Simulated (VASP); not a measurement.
# Hf (C2/m) in VASP: single point with r2SCAN

Aim: the single point of Hf with r2SCAN.

All numbers are computed with VASP 6.6.1; they aren't measurements. Logs are shortened: lines on timing, memory, paths and dates and some standing lists are left out, and cuts for length are marked.

### 1 The cell of the first run

Symmetry: C2/m, No. 12, monoclinic system. The conventional cell has a = 5.335 Å, b = 3.080 Å, c = 3.176 Å, α = 90.00°, β = 124.22°, γ = 90.00°. Within 4.1 Å of Hf (site symmetry 2/m) lie 12 Hf at 3.08 to 3.18 Å.

### 2 Single point, r2SCAN

The input, POSCAR:

```
Hf
1.0
    3.0803597021      0.0000014290     -0.0039048970
   -1.5401786135      2.6676704693      0.0039048970
   -1.5435692120      0.8911801000      2.6287687364
Hf
1
Direct
    0.0000000000      0.0000000000      0.0000000000
```

The input, INCAR.step1:

```
PREC     = Accurate       # precision mode
ENCUT    = 520            # plane-wave cutoff, eV
ISMEAR   = 0              # smearing method
SIGMA    = 0.1            # smearing width, eV
LREAL    = F              # projectors in reciprocal space
LASPH    = T              # aspherical terms in the spheres
NELM     = 100            # most SCF steps
NBANDS   = 11             # bands
GGA      = PE             # functional
ALGO     = Normal         # electronic algorithm
EDIFF    = 1E-4           # SCF threshold, eV
LWAVE    = T              # write WAVECAR
LCHARG   = F              # write CHGCAR
```

The input, INCAR.step2:

```
PREC     = Accurate       # precision mode
ENCUT    = 520            # plane-wave cutoff, eV
EDIFF    = 1E-6           # SCF threshold, eV
ISMEAR   = 0              # smearing method
SIGMA    = 0.1            # smearing width, eV
LREAL    = F              # projectors in reciprocal space
LASPH    = T              # aspherical terms in the spheres
NELM     = 100            # most SCF steps
ALGO     = Normal         # electronic algorithm
ISIF     = 2              # what is computed and relaxed
LWAVE    = F              # write WAVECAR
LCHARG   = F              # write CHGCAR
METAGGA  = R2SCAN         # meta-GGA
LMIXTAU  = T            
NBANDS   = 11             # bands
ISTART   = 1
```

The input, KPOINTS:

```
regular mesh
0
Gamma
  12 12 13
```

Potentials or basis: VASP PAW PBE potentials, release 64 (Hf_pv).

On the command line:

```sh
> cat potpaw_PBE.64/Hf_pv/POTCAR > POTCAR
> cp INCAR.step1 INCAR
> mpirun -np 1 vasp_std > vasp.out
> cp INCAR.step2 INCAR
> mpirun -np 1 vasp_std > vasp.out
```

OUTCAR:

```text
PREC = Accurate
   ENCUT = 520
   EDIFF = 1E-6
   ISMEAR = 0
   LREAL = F
   LASPH = T
   NELM = 100
   ISIF = 2
   METAGGA = R2SCAN
   ISTART = 1

 ion  position               nearest neighbor table
   1  0.000  0.000  0.000-

  LATTYP: Found a base centered monoclinic cell.
 ALAT       =     5.3353437966
 B/A-ratio  =     0.5773502692
 C/A-ratio  =     0.5952831857
 COS(beta)  =    -0.5624003437

  Lattice vectors:

 A1 = (   1.5401786135,  -2.6676704693,  -0.0039048970)
 A2 = (   3.0803597021,   0.0000014290,  -0.0039048970)
 A3 = (  -1.5435692120,   0.8911801000,   2.6287687364)

Analysis of symmetry for initial positions (statically):
=====================================================================
 Subroutine PRICEL returns:
 Original cell was already a primitive cell.

 Routine SETGRP: Setting up the symmetry group for a
 base centered monoclinic supercell.

 Subroutine GETGRP returns: Found  4 space group operations
 (whereof  4 operations were pure point group operations)
 out of a pool of  4 trial point group operations.

The static configuration has the point symmetry C_2h.

Analysis of symmetry for dynamics (positions and initial velocities):
=====================================================================
 Subroutine PRICEL returns:
 Original cell was already a primitive cell.

 Routine SETGRP: Setting up the symmetry group for a
 base centered monoclinic supercell.

 Subroutine GETGRP returns: Found  4 space group operations
 (whereof  4 operations were pure point group operations)
 out of a pool of  4 trial point group operations.

The dynamic configuration has the point symmetry C_2h.

 Subroutine INISYM returns: Found  4 space group operations
 (whereof  4 operations are pure point group operations),
 and found     1 'primitive' translations

----------------------------------------------------------------------------------------

                                     Primitive cell

  volume of cell :      21.5802

  direct lattice vectors                    reciprocal lattice vectors
     3.080359702  0.000001429 -0.003904897     0.324798582  0.187336144  0.127207405
[... 79 lines left out ...]
   LNONCOLLINEAR =      F non collinear calculations
   LSORBIT =      F    spin-orbit coupling
   LASPH  =      T    aspherical Exc in radial PAW
   ENCUT  =  520.0 eV  38.22 Ry    6.18 a.u.   5.73  5.73  5.91*2*pi/ulx,y,z
   NELM   =    100;   NELMIN=  2; NELMDL=  0     # of ELM steps
   EDIFF  = 0.1E-05   stopping-criterion for ELM
   LREAL  =      F    real-space projection
   EDIFFG = 0.1E-04   stopping-criterion for IOM
   NSW    =      0    number of steps for IOM
   IBRION =     -1    ionic relax: 0-MD 1-quasi-New 2-CG
   NFREE  =      0    steps in history (QN), initial steepest desc. (CG)
   ISIF   =      2    stress and relaxation
   ISYM   =      2    0-nonsym 1-usesym 2-fastsym
   POTIM  = 0.5000    time-step for ionic-motion
   TEBEG  =    0.0;   TEEND  =   0.0 temperature during run
   PSTRESS=    0.0 pullay stress
   NELECT =      10.0000    total number of electrons
   NUPDOWN=      -1.0000    fix difference up-down
   EMIN   =  10.00;   EMAX   =-10.00  energy-range for DOS
   EFERMI =   0.00;   METHOD = LEGACY
   ISMEAR =     0;   SIGMA  =   0.10  broadening in eV -4-tet -1-fermi 0-gaus
   EFERMI_NEDOS =   21; number of points for ismear=-14 and -15
   IALGO  =     38    algorithm
   IMIX   =      4    mixing-type and parameters
     AMIX     =   0.40;   BMIX     =  1.00
     AMIX_MAG =   1.60;   BMIX_MAG =  1.00
  volume/ion in A,a.u.               =      21.58       145.63
  Fermi-wavevector in a.u.,A,eV,Ry     =   1.266844  2.393988 21.835912  1.604894
  Thomas-Fermi vector in A             =   2.400024
   LORBIT       =      0    0 simple, 1 ext, 2 COOP (PROOUT), +10 PAW based schemes
   METAGGA = R2SCAN    functional components
   LHFCALC =     F    Hartree Fock is set to
   AEXX    =    0.0000 exact exchange contribution
   IVDW    =     0    specifies the selected vdW correction
   LEPSILON=     F    determine dielectric tensor
   LRPA    =     F    only Hartree local field effects (RPA)
 non-spin polarized calculation
 Gauss-broadening in eV      SIGMA  =   0.10
  energy-cutoff  :      520.00
  volume of cell :       21.58
 maximum number of plane-waves:       596
   NGX = 11   NGY = 11   NGZ = 11

 number of electron      10.0000002 magnetization

 Free energy of the ion-electron system (eV)
  ---------------------------------------------------
  ext. energy  EPLUGINS =         0.00000000
  ---------------------------------------------------
  free energy    TOTEN  =       -45.04785760 eV

  energy without entropy =      -45.04214211  energy(sigma->0) =      -45.04499986

 E-fermi :   4.8785     XC(G=0): -12.3535

 val. band max:        4.8765026840   @ k =  -0.1667   0.1667   0.3077
 cond. band min:       4.8809147180   @ k =  -0.0000   0.0000   0.2308
 fundamental gap:      0.0044120340
 Fermi energy:         4.8785127078

 k-point     1 :       0.0000    0.0000    0.0000
  band No.  band energies     occupation
      1     -26.1635      2.00000
      2     -26.0928      2.00000
      3     -26.0910      2.00000
      4      -2.8145      2.00000
      5       6.0062      0.00000
      6       6.6906      0.00000
      7       6.6998      0.00000
      8       9.6213      0.00000
      9       9.6584      0.00000
     10      16.8001      0.00000
     11      16.9789      0.00000
[... 309 lines left out ...]
 k-point    24 :      -0.4167    0.1667    0.0000
  band No.  band energies     occupation
      1     -26.8748      2.00000
      2     -26.3372      2.00000
      3     -26.3222      2.00000
      4       1.3038      2.00000
      5       4.2378      2.00000
      6       5.6557      0.00000
      7       7.2201      0.00000
      8      10.7022      0.00000
      9      11.6546      0.00000
     10      16.4728      0.00000
     11      16.9806      0.00000

 [... further k-points ...]
[... 5 lines left out ...]
  --------------------------------------------------------------------------------------
  -------------------------------------------------------------------------------------
  Total        0.8210026      0.8359997     -0.0853788      0.0129878      0.0042006     -0.0072754
  in kB       60.9537252     62.0671506     -6.3387791      0.9642547      0.3118654     -0.5401491
  external PRESSURE =      38.8940323 kB  Pullay stress =       0.0000000 kB

 VOLUME and BASIS-vectors are now :
 -----------------------------------------------------------------------------
  energy-cutoff  :      520.00
  volume of cell :       21.58
      direct lattice vectors                 reciprocal lattice vectors
     3.080359702  0.000001429 -0.003904897     0.324798582  0.187336144  0.127207405
    -1.540178613  2.667670469  0.003904897    -0.000161432  0.374951895 -0.127207405
    -1.543569212  0.891180100  2.628768736     0.000482711 -0.000278693  0.380784148

 POSITION                                       TOTAL-FORCE (eV/Angst)
 -----------------------------------------------------------------------------------
      0.00000      0.00000      0.00000        -0.000000     -0.000000      0.000000
 -----------------------------------------------------------------------------------
    total drift:                               -0.000000     -0.000000      0.000000

  FREE ENERGIE OF THE ION-ELECTRON SYSTEM (eV)
  ---------------------------------------------------
  free  energy   TOTEN  =       -45.0478576039 eV

  energy  without entropy=      -45.0421421087  energy(sigma->0) =      -45.04499986
```

It took 2.5 min on 1 thread of Intel Xeon Platinum 8488C (Sapphire Rapids), shared host; peak memory 0.24 GiB.

Results:

- Free energy: -45.0479 eV
- Pressure: 3.9 GPa
- Band gap on the k mesh: zero (band 5 reaches 6.10 eV, above the bottom of band 6 at 4.29 eV)

Stress tensor (GPa, compression positive):
```
 6.10  0.10 -0.05
 0.10  6.21  0.03
-0.05  0.03 -0.63
```

Caveat: the PAW data sets were made with another functional, which shifts forces and pressure a little; spin-orbit coupling is left out, which moves the levels of the heavy elements.
